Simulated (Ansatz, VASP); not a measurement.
## One calculation of Ge, two programs

```
Ge
1.0
     3.99759    0.00000    0.00000
    -1.99879    3.46201    0.00000
     0.00000    0.00000    6.59938
Ge
4
Direct
  0.66667 0.33333 0.06290
  0.33333 0.66667 0.56290
  0.66667 0.33333 0.43710
  0.33333 0.66667 0.93710
```

Alike in both runs: task electric field gradients; functional PBE; k mesh 11 × 11 × 6; occupations fermi-dirac, width 0.05 eV; no spin polarisation.

|  | VASP | Ansatz |
| --- | --- | --- |
| version | VASP 6.6.1 | Ansatz 0.2.0 |
| potentials or method | VASP PAW PBE potentials, release 64 (Ge_d), cutoff 520 eV | all-electron PAW with datasets made for the crystal, scalar-relativistic |

Ansatz gave:

```
pressure (GPa)                                                : 2.9
traceless stress, the component that is largest in VASP (GPa) : -0.06
rms of the force components (eV/Å)                            : 0.004
size of Vzz on the site where it differs most (V/Å²)          : 8.0
```

**Question.** Which values does VASP return?

**Answer.** Pressure (GPa): 2.9; traceless stress, the component that is largest in VASP (GPa): -0.06; rms of the force components (eV/Å): 0.005; size of Vzz on the site where it differs most (V/Å²): 7.8.

Atom by atom the forces differ by 0.000 eV/Å (rms over components). Ansatz ran all-electron here, and VASP with PAW potentials.
